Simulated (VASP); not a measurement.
The system is Ga2P.

```
CELL_PARAMETERS angstrom
4.03629 0.00000 0.00000
-2.01814 3.49553 0.00000
0.00000 0.00000 4.30445
ATOMIC_POSITIONS crystal
Ga 0.66667 0.33333 0.50000
Ga 0.33333 0.66667 0.50000
P 0.00000 0.00000 0.00000
```

The cell was generated, and may not be a known phase.

```yaml
Program: VASP 6.6.1
Task: relaxation of cell and atoms
Functional: PBE
Potentials_or_basis: VASP PAW PBE potentials, release 64 (Ga_d, P)
Cutoff: 600 eV
k_mesh: 12 × 12 × 12
Occupations: gaussian, width 0.1 eV
Spin: no spin polarisation
```

At the start: pressure 2.4 GPa; volume 20.24 Å³/atom.

Task: Where does the relaxation end?

Result: Over 16 steps the energy falls by 348.0 meV/atom and the volume is 18.13 Å³/atom (-10.5 %); space group P6/mmm (No. 191, to 0.1 Å) before and after.

Step by step:
```
step  energy change (eV)  largest force (eV/Å)  pressure (GPa)  volume (Å³)
   1              0.0000                0.0000            2.39        60.73
   2             -0.4146                0.0000           -2.74        63.14
   3             -0.5561                0.0000           -4.95        64.96
   4             -0.7554                0.0000           -1.70        58.67
   5             -0.8302                0.0000            2.56        53.66
   6             -0.8323                0.0000            4.01        52.37
   7             -0.9014                0.0000            4.33        50.95
   8             -0.9149                0.0000            5.52        50.21
   9             -0.8973                0.0000            8.29        48.51
  10             -0.9331                0.0000            6.47        49.66
  11             -0.9317                0.0000            7.37        49.10
  12             -0.9889                0.0000            0.17        54.46
  13             -1.0049                0.0000            2.09        52.49
  14             -1.0362                0.0000            0.86        53.62
  15             -1.0420                0.0000           -0.31        54.77
  16             -1.0441                0.0000            0.06        54.38
```

Final structure:
```xyz
3
Lattice="4.7667 0.0000 0.0000 -2.3833 4.1281 0.0000 0.0000 0.0000 2.7634" Properties=species:S:1:pos:R:3 pbc="T T T"
Ga    2.3833    1.3760    1.3817
Ga    0.0000    2.7520    1.3817
P     0.0000    0.0000    0.0000
```

Caveat: a cell axis changed by over 15 % at a fixed basis, so the end point is rough.
